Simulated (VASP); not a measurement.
**Ge: relaxation of cell and atoms with PBEsol**

Crystal: Ge.

```
CELL_PARAMETERS angstrom
4.05841 0.00000 0.00000
-2.02920 3.51469 0.00000
0.00000 0.00000 6.69299
ATOMIC_POSITIONS crystal
Ge 0.33333 0.66667 0.00032
Ge 0.66667 0.33333 0.50032
Ge 0.33333 0.66667 0.37468
Ge 0.66667 0.33333 0.87468
```

```json
{
  "Program": "VASP 6.6.1",
  "Task": "relaxation of cell and atoms",
  "Functional": "PBEsol",
  "Potentials or basis": "VASP PAW PBE potentials, release 64 (Ge_d)",
  "Cutoff": "600 eV",
  "k mesh": "6 × 6 × 4",
  "Occupations": "fermi-dirac, width 0.02 eV",
  "Spin": "no spin polarisation",
  "Dipole correction": "no",
  "Further INCAR settings": "ALGO = Normal; EDIFF = 1e-06; IBRION = 2; EDIFFG = -0.005; NSW = 80; ISIF = 3"
}
```

| Property | Result |
| --- | --- |
| Relaxed volume | 22.84 Å³/atom |
| Relaxed cell | a = 4.005 Å, b = 4.005 Å, c = 6.577 Å, α = 90.00°, β = 90.00°, γ = 120.00° |
| Space group after relaxing (to 0.05 Å) | P6_3/mmc (No. 194) |
| Energy gained by relaxing | 9.0 meV/atom |
| Ionic steps | 13 |
| Pressure after relaxing | 0.0 GPa |
| Largest force after relaxing | 0.003 eV/Å |
| Band gap on the k mesh | 0.03 eV, indirect (least direct gap 0.14 eV) |

Forces on the atoms (eV/Å):
```
Ge   0.000  0.000 -0.003
Ge   0.000  0.000 -0.003
Ge   0.000  0.000  0.003
Ge   0.000  0.000  0.003
```

Step by step:
| step | energy change (eV) | largest force (eV/Å) | pressure (GPa) | volume (Å³) |
| --- | --- | --- | --- | --- |
| 1 | 0.0000 | 0.0097 | -2.69 | 95.47 |
| 2 | -0.0325 | 0.0231 | 0.90 | 90.04 |
| 3 | -0.0359 | 0.0089 | 0.12 | 91.30 |
| 4 | -0.0359 | 0.0067 | -0.10 | 91.46 |
| 5 | -0.0359 | 0.0067 | 0.01 | 91.38 |
| 6 | -0.0359 | 0.0066 | -0.06 | 91.39 |
| 7 | -0.0359 | 0.0068 | -0.07 | 91.39 |
| 8 | -0.0359 | 0.0065 | -0.01 | 91.37 |
| 9 | -0.0359 | 0.0059 | -0.01 | 91.36 |
| 10 | -0.0359 | 0.0049 | 0.05 | 91.35 |
| 11 | -0.0359 | 0.0070 | -0.09 | 91.36 |
| 12 | -0.0359 | 0.0053 | -0.01 | 91.35 |
| 13 | -0.0359 | 0.0032 | 0.00 | 91.35 |

Final structure:
```
CELL_PARAMETERS angstrom
4.00488 0.00000 0.00000
-2.00244 3.46832 0.00000
0.00000 0.00000 6.57651
ATOMIC_POSITIONS crystal
Ge 0.33333 0.66667 0.00013
Ge 0.66667 0.33333 0.50013
Ge 0.33333 0.66667 0.37487
Ge 0.66667 0.33333 0.87487
```

Levels at points of the mesh, in eV from the valence-band top:
```csv
k point,band 26,band 27,band 28,band 29,band 30,band 31
"(0.00, 0.00, 0.00)",-0.17,-0.11,0.00,0.14,0.14,2.24
"(0.50, 0.00, 0.00)",-3.07,-2.81,-1.42,0.46,1.64,3.54
"(0.00, 0.00, 0.50)",-0.85,-0.85,-0.85,0.62,0.62,3.35
"(0.50, 0.00, 0.50)",-2.51,-2.40,-2.40,0.50,0.50,2.09
```

Wall time 5.3 min on 1 thread of Intel Xeon 6975P-C, with other jobs on the host, peak memory 0.25 GiB.

Caveat: the PAW data sets were made with another functional, which shifts forces and pressure a little. A k mesh can miss the band edges.
